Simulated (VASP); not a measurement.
# AlN (Fm-3m) in VASP: vibrations by perturbation theory with PBEsol

Aim: the vibrations by perturbation theory of AlN with PBEsol.

The COD entry that gives the cell may itself be a prediction, so a difference from it is no test against experiment.

Everything below comes from runs of VASP 6.6.1. Logs are shortened: lines on timing, memory, paths and dates and some standing lists are left out, and cuts for length are marked.

**1. The cell of the first run**

Symmetry: Fm-3m, No. 225, cubic system. The conventional cell has a = 3.938 Å, b = 3.938 Å, c = 3.938 Å, α = 90.00°, β = 90.00°, γ = 90.00°. Within 2.6 Å of Al (site symmetry m-3m) lie 6 N at 1.97 Å. N (site symmetry m-3m) has 6 Al at 1.97 Å within 2.6 Å.

**2. Vibrations by perturbation theory, PBEsol**

INCAR reads:

```
  PREC = Accurate
  ENCUT = 520
  EDIFF = 1E-8
  ISMEAR = 0
  SIGMA = 0.01
  LREAL = F
  LASPH = T
  NELM = 80
  ALGO = Normal
  ISIF = 2
  LWAVE = F
  LCHARG = T
  GGA = PS
  NBANDS = 11
  IBRION = 8
  NSW = 1
  LEPSILON = T
```

KPOINTS reads:

```
Automatic mesh
0
Gamma
  8 8 8
```

POSCAR reads:

```
AlN
1.0
    0.0000000000      1.9690000000      1.9690000000
    1.9690000000      0.0000000000      1.9690000000
    1.9690000000      1.9690000000      0.0000000000
Al N
1 1
Direct
    0.0000000000      0.0000000000      0.0000000000
    0.5000000000      0.5000000000      0.5000000000
```

Potentials or basis: VASP PAW PBE potentials, release 64 (Al, N).

The run is started by

```
$ cat potpaw_PBE.64/Al/POTCAR potpaw_PBE.64/N/POTCAR > POTCAR
$ mpirun -np 1 vasp_std > vasp.out
```

OUTCAR:

```text
PREC = Accurate
   ENCUT = 520
   EDIFF = 1E-8
   ISMEAR = 0
   LREAL = F
   LASPH = T
   NELM = 80
   ISIF = 2
   GGA = PS
   IBRION = 8
   NSW = 1
   LEPSILON = T

 ion  position               nearest neighbor table
   1  0.000  0.000  0.000-   2 1.97   2 1.97   2 1.97   2 1.97   2 1.97   2 1.97
   2  0.500  0.500  0.500-   1 1.97   1 1.97   1 1.97   1 1.97   1 1.97   1 1.97

  LATTYP: Found a face centered cubic cell.
 ALAT       =     3.9380000000

  Lattice vectors:

 A1 = (   0.0000000000,   1.9690000000,   1.9690000000)
 A2 = (   1.9690000000,   0.0000000000,   1.9690000000)
 A3 = (   1.9690000000,   1.9690000000,   0.0000000000)

Analysis of symmetry for initial positions (statically):
=====================================================================
 Subroutine PRICEL returns:
 Original cell was already a primitive cell.

 Routine SETGRP: Setting up the symmetry group for a
 face centered cubic supercell.

 Subroutine GETGRP returns: Found 48 space group operations
 (whereof 48 operations were pure point group operations)
 out of a pool of 48 trial point group operations.

The static configuration has the point symmetry O_h .

Analysis of symmetry for dynamics (positions and initial velocities):
=====================================================================
 Subroutine PRICEL returns:
 Original cell was already a primitive cell.

 Routine SETGRP: Setting up the symmetry group for a
 face centered cubic supercell.

 Subroutine GETGRP returns: Found 48 space group operations
 (whereof 48 operations were pure point group operations)
 out of a pool of 48 trial point group operations.

The dynamic configuration has the point symmetry O_h .

 Subroutine INISYM returns: Found 48 space group operations
 (whereof 48 operations are pure point group operations),
 and found     1 'primitive' translations

----------------------------------------------------------------------------------------

[... 568 lines left out ...]

 MACROSCOPIC STATIC DIELECTRIC TENSOR (including local field effects in DFT)
 ------------------------------------------------------
           4.955882    -0.000000    -0.000000
          -0.000000     4.955882    -0.000000
           0.000000     0.000000     4.955882
 ------------------------------------------------------

 PIEZOELECTRIC TENSOR (including local field effects)  for field in x, y, z        (e  Angst)
          XX          YY          ZZ          XY          YZ          ZX
  --------------------------------------------------------------------------------
  x     0.00000     0.00000     0.00000     0.00000     0.00000     0.00000
  y     0.00000     0.00000     0.00000     0.00000     0.00000     0.00000
  z     0.00000     0.00000     0.00000     0.00000     0.00000     0.00000

 PIEZOELECTRIC TENSOR (including local field effects)  for field in x, y, z        (C/m^2)
          XX          YY          ZZ          XY          YZ          ZX
  --------------------------------------------------------------------------------
  x     0.00000     0.00000     0.00000     0.00000     0.00000     0.00000
  y     0.00000     0.00000     0.00000     0.00000     0.00000     0.00000
  z     0.00000     0.00000     0.00000     0.00000     0.00000     0.00000

 BORN EFFECTIVE CHARGES (including local field effects) (in |e|, cummulative output)
 ---------------------------------------------------------------------------------
 ion    1
    1     2.89190    -0.00000     0.00000
    2     0.00000     2.89190     0.00000
    3     0.00000     0.00000     2.89190
 ion    2
    1    -2.89190     0.00000     0.00000
    2    -0.00000    -2.89190     0.00000
    3     0.00000     0.00000    -2.89190

 INTERNAL STRAIN TENSOR FOR ION    2 for displacements in x,y,z  (eV/Angst):
          X           Y           Z          XY          YZ          ZX
  --------------------------------------------------------------------------------
  x     0.00000     0.00000     0.00000     0.00000     0.00000     0.00000
  y     0.00000     0.00000     0.00000     0.00000     0.00000     0.00000
  z     0.00000     0.00000     0.00000     0.00000     0.00000     0.00000

 SECOND DERIVATIVES (NOT SYMMETRIZED)
 ------------------------------------
               1X          1Y          1Z          2X          2Y          2Z
  1X   -10.798005    0.000000    0.000000   10.798005    0.000000    0.000000
  1Y     0.000000  -10.798005    0.000000    0.000000   10.798005    0.000000
  1Z     0.000000    0.000000  -10.798005    0.000000    0.000000   10.798005
  2X    10.796228    0.000000    0.000000  -10.796228    0.000000    0.000000
  2Y     0.000000   10.796228    0.000000    0.000000  -10.796228    0.000000
  2Z     0.000000    0.000000   10.796228    0.000000    0.000000  -10.796228

 Eigenvectors and eigenvalues of the dynamical matrix
 ----------------------------------------------------

   1 f  =   16.919479 THz   106.308223 2PiTHz  564.373079 cm-1    69.973312 meV
             X         Y         Z           dx          dy          dz
      0.000000  0.000000  0.000000    -0.000000    0.584530   -0.000000
      1.969000  1.969000  1.969000     0.000000   -0.811372   -0.000000
[... 21 lines left out ...]
   6 f/i=    0.000660 THz     0.004149 2PiTHz    0.022025 cm-1     0.002731 meV
             X         Y         Z           dx          dy          dz
      0.000000  0.000000  0.000000    -0.803305   -0.112072    0.021601
      1.969000  1.969000  1.969000    -0.578717   -0.080739    0.015562

--------------------------------------------------------------------------------------------------------

 MACROSCOPIC STATIC DIELECTRIC TENSOR IONIC CONTRIBUTION
 ------------------------------------------------------
           9.180303     0.000000     0.000000
           0.000000     9.180303     0.000000
           0.000000     0.000000     9.180303
 ------------------------------------------------------

 ELASTIC MODULI CONTR FROM IONIC RELAXATION (kBar)
 Direction    XX          YY          ZZ          XY          YZ          ZX
 --------------------------------------------------------------------------------
 XX           0.0000      0.0000      0.0000      0.0000      0.0000      0.0000
 YY           0.0000      0.0000      0.0000      0.0000      0.0000      0.0000
 ZZ           0.0000      0.0000      0.0000      0.0000      0.0000      0.0000
 XY           0.0000      0.0000      0.0000      0.0000      0.0000      0.0000
 YZ           0.0000      0.0000      0.0000      0.0000      0.0000      0.0000
 ZX           0.0000      0.0000      0.0000      0.0000      0.0000      0.0000
 --------------------------------------------------------------------------------

 PIEZOELECTRIC TENSOR IONIC CONTR  for field in x, y, z        (C/m^2)
          XX          YY          ZZ          XY          YZ          ZX
  --------------------------------------------------------------------------------
  x     0.00000     0.00000     0.00000     0.00000     0.00000     0.00000
  y     0.00000     0.00000     0.00000     0.00000     0.00000     0.00000
  z     0.00000     0.00000     0.00000     0.00000     0.00000     0.00000
```

OSZICAR:

```text
N       E                     dE             d eps       ncg     rms          rms(c)
DAV:   1     0.105594582821E+02    0.10559E+02   -0.40886E+03   670   0.631E+02
DAV:   2    -0.163565588181E+02   -0.26916E+02   -0.25579E+02   790   0.140E+02
DAV:   3    -0.170546829152E+02   -0.69812E+00   -0.69633E+00   774   0.206E+01
DAV:   4    -0.170572765910E+02   -0.25937E-02   -0.25936E-02   698   0.137E+00
[... 137 lines left out ...]
RMM:   6    -0.237616684898E+00   -0.99945E-05   -0.71961E-08  2091   0.207E-03    0.945E-04
RMM:   7    -0.237615496026E+00    0.11889E-05   -0.64979E-09  2133   0.673E-04    0.845E-05
RMM:   8    -0.237614521882E+00    0.97414E-06   -0.12085E-09  2206   0.110E-04    0.383E-05
RMM:   9    -0.237614339543E+00    0.18234E-06    0.22420E-10  2245   0.683E-05    0.185E-06
RMM:  10    -0.237614373590E+00   -0.34048E-07    0.32133E-09  2160   0.556E-05    0.335E-07
RMM:  11    -0.237614369559E+00    0.40312E-08    0.37058E-08  1727   0.544E-05    0.220E-07
 Linear response finished
```

stdout:

```text
POSCAR found type information on POSCAR AlN
 POSCAR found :  2 types and       2 ions
 scaLAPACK will be used
 -----------------------------------------------------------------------------
|                                                                             |
|                                                                             |
[... 39 lines left out ...]
 first order change of Fermi-energy   0.23952E-04
 force on displaced ion       1 direction 1 : -10.798   0.000   0.000
 Born effective charge ion    1 direction 1 :   2.887   0.000   0.000
 Linear response progress:
 first order change of Fermi-energy   0.95137E-03
 force on displaced ion       2 direction 1 : -10.796   0.000   0.000
 Born effective charge ion    2 direction 1 :  -2.897   0.000   0.000
 Born effective charges drift removed
 Linear response finished
```

Wall time 4.1 min (1 thread of AMD EPYC 7R13, shared host); peak memory 0.13 GiB.

Results:

```yaml
Electronic_dielectric_tensor_diagonal: 4.96
Born_charges_mean_of_the_diagonal: Al +2.89; N -2.89 e
Highest_phonon_frequency_at_Γ_LO-TO_splitting_left_out: 564 cm⁻¹
```

Phonon frequencies in cm⁻¹ (negative: imaginary):
| q point | frequencies |
| --- | --- |
| (0.000, 0.000, 0.000) | 0 0 0 564 564 564 |

Electronic dielectric tensor:
```
4.96 0.00 0.00
0.00 4.96 0.00
0.00 0.00 4.96
```

Born effective charge tensors (e):
atom 1, Al
```
2.89 0.00 0.00
0.00 2.89 0.00
0.00 0.00 2.89
```
atom 2, N
```
-2.89  0.00  0.00
 0.00 -2.89  0.00
 0.00  0.00 -2.89
```

Caveat: the cell wasn't relaxed at this level first, which shifts response properties.
